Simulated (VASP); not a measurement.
# Al (I4/mmm) in VASP: further runs

The runs below take Al through single point, with r2SCAN.

All numbers are computed with VASP 6.6.1; they aren't measurements. Logs are shortened: lines on timing, memory, paths and dates and some standing lists are left out, and cuts for length are marked.

## Step 1: The cell of the first run

Symmetry: I4/mmm, No. 139, tetragonal system. Conventional cell: a = 3.182 Å, b = 3.182 Å, c = 3.262 Å, α = 90.00°, β = 90.00°, γ = 90.00°. Within 3.7 Å of Al (site symmetry 4/mmm) lie 14 Al at 2.78 to 3.26 Å.

## Step 2: Single point, r2SCAN (strain +0.000 along x and y, +0.025 along z)

Contents of POSCAR:

```
Al
1.0
   -1.5912186900      1.5912186900      1.6309991572
    1.5912186900     -1.5912186900      1.6309991572
    1.5912186900      1.5912186900     -1.6309991572
Al
1
Direct
    0.0000000000      0.0000000000      0.0000000000
```

Contents of INCAR.step1:

```
  PREC = Accurate
  ENCUT = 520
  ISMEAR = 0
  SIGMA = 0.15
  LREAL = F
  LASPH = T
  NELM = 80
  NBANDS = 8
  GGA = PE
  ALGO = Normal
  EDIFF = 1E-4
  LWAVE = T
  LCHARG = F
```

Contents of INCAR.step2:

```
  PREC = Accurate
  ENCUT = 520
  EDIFF = 1E-6
  ISMEAR = 0
  SIGMA = 0.15
  LREAL = F
  LASPH = T
  NELM = 80
  ALGO = Normal
  ISIF = 2
  LWAVE = F
  LCHARG = F
  METAGGA = R2SCAN
  LMIXTAU = T
  NBANDS = 8
  ISTART = 1
```

Contents of KPOINTS:

```
Automatic mesh
0
Gamma
  20 20 20
```

Potentials or basis: VASP PAW PBE potentials, release 64 (Al).

On the command line:

```bash
$ cat potpaw_PBE.64/Al/POTCAR > POTCAR
$ cp INCAR.step1 INCAR
$ mpirun -np 1 vasp_std > vasp.out
$ cp INCAR.step2 INCAR
$ mpirun -np 1 vasp_std > vasp.out
```

OUTCAR:

```text
PREC = Accurate
   ENCUT = 520
   EDIFF = 1E-6
   ISMEAR = 0
   LREAL = F
   LASPH = T
   NELM = 80
   ISIF = 2
   METAGGA = R2SCAN
   ISTART = 1

 ion  position               nearest neighbor table
   1  0.000  0.000  0.000-

  LATTYP: Found a body centered tetragonal cell.
 ALAT       =     3.1824373800
 C/A-ratio  =     1.0250000000

  Lattice vectors:

 A1 = (  -1.5912186900,   1.5912186900,   1.6309991572)
 A2 = (   1.5912186900,  -1.5912186900,   1.6309991572)
 A3 = (   1.5912186900,   1.5912186900,  -1.6309991572)

Analysis of symmetry for initial positions (statically):
=====================================================================
 Subroutine PRICEL returns:
 Original cell was already a primitive cell.

 Routine SETGRP: Setting up the symmetry group for a
 body centered tetragonal supercell.

 Subroutine GETGRP returns: Found 16 space group operations
 (whereof 16 operations were pure point group operations)
 out of a pool of 16 trial point group operations.

The static configuration has the point symmetry D_4h.

Analysis of symmetry for dynamics (positions and initial velocities):
=====================================================================
 Subroutine PRICEL returns:
 Original cell was already a primitive cell.

 Routine SETGRP: Setting up the symmetry group for a
 body centered tetragonal supercell.

 Subroutine GETGRP returns: Found 16 space group operations
 (whereof 16 operations were pure point group operations)
 out of a pool of 16 trial point group operations.

The dynamic configuration has the point symmetry D_4h.

 Subroutine INISYM returns: Found 16 space group operations
 (whereof 16 operations are pure point group operations),
 and found     1 'primitive' translations

----------------------------------------------------------------------------------------

                                     Primitive cell

  volume of cell :      16.5186

  direct lattice vectors                    reciprocal lattice vectors
    -1.591218690  1.591218690  1.630999157     0.000000000  0.314224565  0.306560551
     1.591218690 -1.591218690  1.630999157     0.314224565  0.000000000  0.306560551
     1.591218690  1.591218690 -1.630999157     0.314224565  0.314224565  0.000000000

  length of vectors
     2.779228686  2.779228686  2.779228686     0.438994816  0.438994816  0.444380641

  position of ions in fractional coordinates (direct lattice)
     0.000000000  0.000000000  0.000000000

  ion indices of the primitive-cell ions
   primitive index   ion index
                 1           1

----------------------------------------------------------------------------------------

 KPOINTS: Automatic mesh

Automatic generation of k-mesh.
 Grid dimensions read from file:
 generate k-points for:   20   20   20

 Generating k-lattice:

  Cartesian coordinates                     Fractional coordinates (reciprocal lattice)
     0.000000000  0.015711228  0.015328028     0.050000000 -0.000000000  0.000000000
     0.015711228  0.000000000  0.015328028    -0.000000000  0.050000000  0.000000000
     0.015711228  0.015711228  0.000000000     0.000000000  0.000000000  0.050000000

  Length of vectors
     0.021949741  0.021949741  0.022219032

  Shift w.r.t. Gamma in fractional coordinates (k-lattice)
     0.000000000  0.000000000  0.000000000

 Subroutine IBZKPT returns following result:
 ===========================================

 Found    641 irreducible k-points:

 Following reciprocal coordinates:
            Coordinates               Weight
  0.000000  0.000000  0.000000      1.000000
  0.050000 -0.000000  0.000000      8.000000
  0.100000  0.000000  0.000000      8.000000
  0.150000  0.000000  0.000000      8.000000
  0.200000  0.000000  0.000000      8.000000
  0.250000 -0.000000  0.000000      8.000000
[... 16 lines left out ...]
 -0.400000  0.050000  0.000000     16.000000
 -0.350000  0.050000  0.000000     16.000000
 [... further k-points ...]
   k-points           NKPTS =    641   k-points in BZ     NKDIM =    641   number of bands    NBANDS=      8
   number of dos      NEDOS =    301   number of ions     NIONS =      1
   total plane-waves  NPLWV =  13824
   dimension x,y,z NGX =    24 NGY =   24 NGZ =   24
   dimension x,y,z NGXF=    48 NGYF=   48 NGZF=   48
   ions per type =               1
   NGX,Y,Z   is equivalent  to a cutoff of  14.36, 14.36, 14.36 a.u.
   NGXF,Y,Z  is equivalent  to a cutoff of  28.71, 28.71, 28.71 a.u.
 SYSTEM =  unknown system
   PREC   = accura    normal or accurate (medium, high low for compatibility)
   ISTART =      1    job   : 0-new  1-cont  2-samecut
   ICHARG =      0    charge: 1-file 2-atom 10-const
   ISPIN  =      1    spin polarized calculation?
   LNONCOLLINEAR =      F non collinear calculations
   LSORBIT =      F    spin-orbit coupling
   LASPH  =      T    aspherical Exc in radial PAW
   ENCUT  =  520.0 eV  38.22 Ry    6.18 a.u.   5.17  5.17  5.17*2*pi/ulx,y,z
   NELM   =     80;   NELMIN=  2; NELMDL=  0     # of ELM steps
   EDIFF  = 0.1E-05   stopping-criterion for ELM
   LREAL  =      F    real-space projection
   EDIFFG = 0.1E-04   stopping-criterion for IOM
   NSW    =      0    number of steps for IOM
   IBRION =     -1    ionic relax: 0-MD 1-quasi-New 2-CG
   NFREE  =      0    steps in history (QN), initial steepest desc. (CG)
   ISIF   =      2    stress and relaxation
   ISYM   =      2    0-nonsym 1-usesym 2-fastsym
   POTIM  = 0.5000    time-step for ionic-motion
   TEBEG  =    0.0;   TEEND  =   0.0 temperature during run
   PSTRESS=    0.0 pullay stress
   NELECT =       3.0000    total number of electrons
   NUPDOWN=      -1.0000    fix difference up-down
   EMIN   =  10.00;   EMAX   =-10.00  energy-range for DOS
   EFERMI =   0.00;   METHOD = LEGACY
   ISMEAR =     0;   SIGMA  =   0.15  broadening in eV -4-tet -1-fermi 0-gaus
   EFERMI_NEDOS =   21; number of points for ismear=-14 and -15
   IALGO  =     38    algorithm
   IMIX   =      4    mixing-type and parameters
     AMIX     =   0.40;   BMIX     =  1.00
     AMIX_MAG =   1.60;   BMIX_MAG =  1.00
  volume/ion in A,a.u.               =      16.52       111.47
  Fermi-wavevector in a.u.,A,eV,Ry     =   0.927095  1.751955 11.694269  0.859505
  Thomas-Fermi vector in A             =   2.053128
   LORBIT       =      0    0 simple, 1 ext, 2 COOP (PROOUT), +10 PAW based schemes
   METAGGA = R2SCAN    functional components
   LHFCALC =     F    Hartree Fock is set to
   AEXX    =    0.0000 exact exchange contribution
   IVDW    =     0    specifies the selected vdW correction
   LEPSILON=     F    determine dielectric tensor
   LRPA    =     F    only Hartree local field effects (RPA)
 non-spin polarized calculation
 Gauss-broadening in eV      SIGMA  =   0.15
  energy-cutoff  :      520.00
  volume of cell :       16.52
 maximum number of plane-waves:       466
 NGX is ok and might be reduce to    24
   NGX = 11   NGY = 11   NGZ = 11

 number of electron       3.0000000 magnetization

 Free energy of the ion-electron system (eV)
  ---------------------------------------------------
  ext. energy  EPLUGINS =         0.00000000
  ---------------------------------------------------
  free energy    TOTEN  =        -6.62481386 eV

  energy without entropy =       -6.61983688  energy(sigma->0) =       -6.62232537

 E-fermi :   8.0212     XC(G=0): -10.9190

 val. band max:        8.0162582822   @ k =  -0.1500   0.4000   0.1000
 cond. band min:       8.0228129531   @ k =  -0.2500  -0.3000   0.0500
 fundamental gap:      0.0065546709
 Fermi energy:         8.0211624341

 k-point     1 :       0.0000    0.0000    0.0000
  band No.  band energies     occupation
      1      -3.8328      2.00000
      2      21.8551      0.00000
      3      21.8551      0.00000
      4      22.4630      0.00000
      5      23.7421      0.00000
      6      23.9766      0.00000
      7      23.9766      0.00000
      8      24.8995      0.00000

 k-point     2 :       0.0500   -0.0000    0.0000
  band No.  band energies     occupation
      1      -3.7569      2.00000
      2      20.8857      0.00000
      3      21.4210      0.00000
      4      22.0300      0.00000
      5      23.4953      0.00000
      6      24.1320      0.00000
      7      24.5262      0.00000
      8      24.6415      0.00000

 k-point     3 :       0.1000    0.0000    0.0000
  band No.  band energies     occupation
      1      -3.5293      2.00000
      2      18.9293      0.00000
      3      20.5919      0.00000
      4      21.2265      0.00000
      5      22.7376      0.00000
      6      23.7388      0.00000
      7      24.7411      0.00000
      8      25.4212      0.00000

 k-point     4 :       0.1500    0.0000    0.0000
  band No.  band energies     occupation
      1      -3.1508      2.00000
      2      16.7482      0.00000
      3      19.7600      0.00000
      4      20.3426      0.00000
      5      21.9182      0.00000
      6      23.0633      0.00000
      7      25.2829      0.00000
      8      25.6743      0.00000

 k-point     5 :       0.2000    0.0000    0.0000
  band No.  band energies     occupation
      1      -2.6225      2.00000
      2      14.5682      0.00000
      3      19.0134      0.00000
      4      19.4992      0.00000
      5      21.1446      0.00000
      6      22.4260      0.00000
      7      25.8305      0.00000
      8      26.1582      0.00000
[... 177 lines left out ...]
 k-point    22 :      -0.4500    0.0500   -0.0000
  band No.  band energies     occupation
      1       1.6184      2.00000
      2       5.9903      2.00000
      3      15.8714      0.00000
      4      17.1608      0.00000
      5      19.5755      0.00000
      6      21.2206      0.00000
      7      28.0253      0.00000
      8      30.9078      0.00000

 k-point    23 :      -0.4000    0.0500    0.0000
  band No.  band energies     occupation
      1       0.4468      2.00000
      2       7.6904      1.99818
      3      16.1718      0.00000
      4      17.3806      0.00000
      5      19.8641      0.00000
      6      21.4195      0.00000
      7      27.1494      0.00000
      8      30.1326      0.00000

 k-point    24 :      -0.3500    0.0500    0.0000
  band No.  band energies     occupation
      1      -0.5901      2.00000
      2       9.5196      0.00000
      3      16.6050      0.00000
      4      17.7259      0.00000
      5      20.2817      0.00000
      6      21.7189      0.00000
      7      26.3626      0.00000
      8      29.1970      0.00000

 [... further k-points ...]
[... 5 lines left out ...]
  --------------------------------------------------------------------------------------
  -------------------------------------------------------------------------------------
  Total       -0.2326677     -0.2326677     -0.1011468      0.0000000      0.0000000      0.0000000
  in kB      -22.5669654    -22.5669654     -9.8104568      0.0000000      0.0000000      0.0000000
  external PRESSURE =     -18.3147959 kB  Pullay stress =       0.0000000 kB

 VOLUME and BASIS-vectors are now :
 -----------------------------------------------------------------------------
  energy-cutoff  :      520.00
  volume of cell :       16.52
      direct lattice vectors                 reciprocal lattice vectors
    -1.591218690  1.591218690  1.630999157     0.000000000  0.314224565  0.306560551
     1.591218690 -1.591218690  1.630999157     0.314224565  0.000000000  0.306560551
     1.591218690  1.591218690 -1.630999157     0.314224565  0.314224565  0.000000000

 POSITION                                       TOTAL-FORCE (eV/Angst)
 -----------------------------------------------------------------------------------
      0.00000      0.00000      0.00000         0.000000      0.000000     -0.000000
 -----------------------------------------------------------------------------------
    total drift:                                0.000000      0.000000     -0.000000

  FREE ENERGIE OF THE ION-ELECTRON SYSTEM (eV)
  ---------------------------------------------------
  free  energy   TOTEN  =        -6.6248138634 eV

  energy  without entropy=       -6.6198368807  energy(sigma->0) =       -6.62232537
```

Run time: 2.4 min. Hardware: 1 thread of Intel Xeon 6975P-C, shared host; peak memory 0.19 GiB.

What came out:

```
Free energy : -6.6248 eV
Pressure    : -1.8 GPa
```

Stress tensor (GPa, compression positive):
```
-2.26  0.00  0.00
 0.00 -2.26  0.00
 0.00  0.00 -0.98
```

Caveat: the cell differs from its parent crystal (strain +0.000 along x and y, +0.025 along z); the PAW data sets were made with another functional, which shifts forces and pressure a little.

## Step 3: Single point, r2SCAN (strain +0.025 along x and y, -0.025 along z)

Contents of POSCAR:

```
Al
1.0
   -1.6309991572      1.6309991572      1.5514382228
    1.6309991572     -1.6309991572      1.5514382228
    1.6309991572      1.6309991572     -1.5514382228
Al
1
Direct
    0.0000000000      0.0000000000      0.0000000000
```

Contents of INCAR.step1:

```
SYSTEM = Al
PREC = Accurate
ENCUT = 520
ISMEAR = 0
SIGMA = 0.15
LREAL = .False.
LASPH = .True.
NELM = 60
NBANDS = 8
GGA = PE
ALGO = Normal
EDIFF = 1E-4
LWAVE = .True.
LCHARG = .False.
```

Contents of INCAR.step2:

```
SYSTEM = Al
PREC = Accurate
ENCUT = 520
EDIFF = 1E-6
ISMEAR = 0
SIGMA = 0.15
LREAL = .False.
LASPH = .True.
NELM = 60
ALGO = Normal
ISIF = 2
LWAVE = .False.
LCHARG = .True.
METAGGA = R2SCAN
LMIXTAU = .True.
LELF = .True.
LVHAR = .True.
NBANDS = 8
ISTART = 1
```

Contents of KPOINTS:

```
regular mesh
0
Gamma
  20 20 20
  0 0 0
```

Potentials or basis: VASP PAW PBE potentials, release 64 (Al).

On the command line:

```bash
$ cat potpaw_PBE.64/Al/POTCAR > POTCAR
$ cp INCAR.step1 INCAR
$ mpirun -np 1 vasp_std > vasp.out
$ cp INCAR.step2 INCAR
$ mpirun -np 1 vasp_std > vasp.out
```

It took 2.6 min on 1 thread of Intel Xeon 6975P-C, shared host; peak memory 0.2 GiB.

The run converged. Its results:

- Free energy: -6.6276 eV
- Pressure: -1.8 GPa

Stress tensor (GPa, compression positive):
```
-1.18  0.00  0.00
 0.00 -1.18  0.00
 0.00  0.00 -3.05
```

Levels at points of the mesh, in eV from the Fermi level:
| k point | band 1 | band 2 | band 3 | band 4 | band 5 | band 6 |
| --- | --- | --- | --- | --- | --- | --- |
| (0.00, 0.00, 0.00) | -11.86 | 13.22 | 14.49 | 14.49 | 15.57 | 15.57 |
| (0.50, 0.00, 0.00) | -4.62 | -3.84 | 8.32 | 8.50 | 10.21 | 12.08 |
| (0.50, 0.50, 0.00) | -4.89 | -4.33 | 9.46 | 9.54 | 11.53 | 12.60 |
| (0.50, 0.50, 0.50) | 1.51 | 1.51 | 2.68 | 3.03 | 3.08 | 6.67 |

Caveat: the cell differs from its parent crystal (strain +0.025 along x and y, -0.025 along z); the PAW data sets were made with another functional, which shifts forces and pressure a little.

## Step 4: Single point, r2SCAN (strain +0.000 along x and y, +0.050 along z)

Contents of POSCAR:

```
Al
1.0
   -1.5912186900      1.5912186900      1.6707796245
    1.5912186900     -1.5912186900      1.6707796245
    1.5912186900      1.5912186900     -1.6707796245
Al
1
Direct
    0.0000000000      0.0000000000      0.0000000000
```

Contents of INCAR.step1:

```
SYSTEM = Al
  PREC = Accurate
  ENCUT = 520
  ISMEAR = 0
  SIGMA = 0.15
  LREAL = .FALSE.
  LASPH = .TRUE.
  NELM = 80
  NBANDS = 8
  GGA = PE
  ALGO = Normal
  EDIFF = 1E-4
  LWAVE = .TRUE.
  LCHARG = .FALSE.
```

Contents of INCAR.step2:

```
SYSTEM = Al
  PREC = Accurate
  ENCUT = 520
  EDIFF = 1E-7
  ISMEAR = 0
  SIGMA = 0.15
  LREAL = .FALSE.
  LASPH = .TRUE.
  NELM = 80
  ALGO = Normal
  ISIF = 2
  LWAVE = .FALSE.
  LCHARG = .FALSE.
  METAGGA = R2SCAN
  LMIXTAU = .TRUE.
  NBANDS = 8
  ISTART = 1
```

Contents of KPOINTS:

```
Automatic mesh
0
G
  20 20 20
  0 0 0
```

On the command line:

```bash
$ cat potpaw_PBE.64/Al/POTCAR > POTCAR
$ cp INCAR.step1 INCAR
$ mpirun -np 1 vasp_std > vasp.out
$ cp INCAR.step2 INCAR
$ mpirun -np 1 vasp_std > vasp.out
```

Run time: 2.6 min. Hardware: 1 thread of Intel Xeon 6975P-C, shared host; peak memory 0.2 GiB.

It converged, with:

- Free energy: -6.6207 eV
- Pressure: -3.6 GPa

Stress tensor (GPa, compression positive):
```
-4.34  0.00  0.00
 0.00 -4.34  0.00
 0.00  0.00 -2.04
```

Levels at points of the mesh, in eV from the Fermi level:
| k point | band 1 | band 2 | band 3 | band 4 | band 5 |
| --- | --- | --- | --- | --- | --- |
| (0.00, 0.00, 0.00) | -11.67 | 13.54 | 13.54 | 14.70 | 15.22 |
| (0.50, 0.00, 0.00) | -4.69 | -4.11 | 8.98 | 9.01 | 10.89 |
| (0.50, 0.50, 0.00) | -4.43 | -3.66 | 7.96 | 8.02 | 9.66 |
| (0.50, 0.50, 0.50) | 1.05 | 2.45 | 2.45 | 2.58 | 3.31 |

Caveat: the cell differs from its parent crystal (strain +0.000 along x and y, +0.050 along z); the PAW data sets were made with another functional, which shifts forces and pressure a little.

## Step 5: Single point, r2SCAN (strain +0.025 along x and y, +0.000 along z)

Contents of POSCAR:

```
Al
1.0
   -1.6309991572      1.6309991572      1.5912186900
    1.6309991572     -1.6309991572      1.5912186900
    1.6309991572      1.6309991572     -1.5912186900
Al
1
Direct
    0.0000000000      0.0000000000      0.0000000000
```

Contents of INCAR.step1:

```
PREC = Accurate
ENCUT = 520
ISMEAR = 0
SIGMA = 0.15
LREAL = F
LASPH = T
NELM = 100
NBANDS = 8
GGA = PE
ALGO = Normal
EDIFF = 1E-4
LWAVE = T
LCHARG = F
```

Contents of INCAR.step2:

```
PREC = Accurate
ENCUT = 520
EDIFF = 1E-6
ISMEAR = 0
SIGMA = 0.15
LREAL = F
LASPH = T
NELM = 100
ALGO = Normal
ISIF = 2
LWAVE = F
LCHARG = F
METAGGA = R2SCAN
LMIXTAU = T
NBANDS = 8
ISTART = 1
```

Contents of KPOINTS:

```
regular mesh
0
Gamma
  20 20 20
```

On the command line:

```bash
$ cat potpaw_PBE.64/Al/POTCAR > POTCAR
$ cp INCAR.step1 INCAR
$ mpirun -np 1 vasp_std > vasp.out
$ cp INCAR.step2 INCAR
$ mpirun -np 1 vasp_std > vasp.out
```

Run time: 2.6 min. Hardware: 1 thread of Intel Xeon 6975P-C, shared host; peak memory 0.2 GiB.

It converged, with:

- Free energy: -6.6177 eV
- Pressure: -3.6 GPa

Stress tensor (GPa, compression positive):
```
-3.20  0.00  0.00
 0.00 -3.20  0.00
 0.00  0.00 -4.37
```

Levels at points of the mesh, in eV from the Fermi level:
| k point | band 1 | band 2 | band 3 | band 4 | band 5 | band 6 |
| --- | --- | --- | --- | --- | --- | --- |
| (0.00, 0.00, 0.00) | -11.68 | 13.48 | 14.09 | 14.09 | 15.40 | 15.40 |
| (0.50, 0.00, 0.00) | -4.57 | -3.89 | 8.45 | 8.46 | 10.25 | 11.94 |
| (0.50, 0.50, 0.00) | -4.70 | -4.13 | 8.96 | 9.00 | 10.88 | 12.21 |
| (0.50, 0.50, 0.50) | 1.72 | 1.72 | 2.45 | 2.87 | 3.11 | 6.20 |

Caveat: the cell differs from its parent crystal (strain +0.025 along x and y, +0.000 along z); the PAW data sets were made with another functional, which shifts forces and pressure a little.

(Continued in part 2 of 2.)
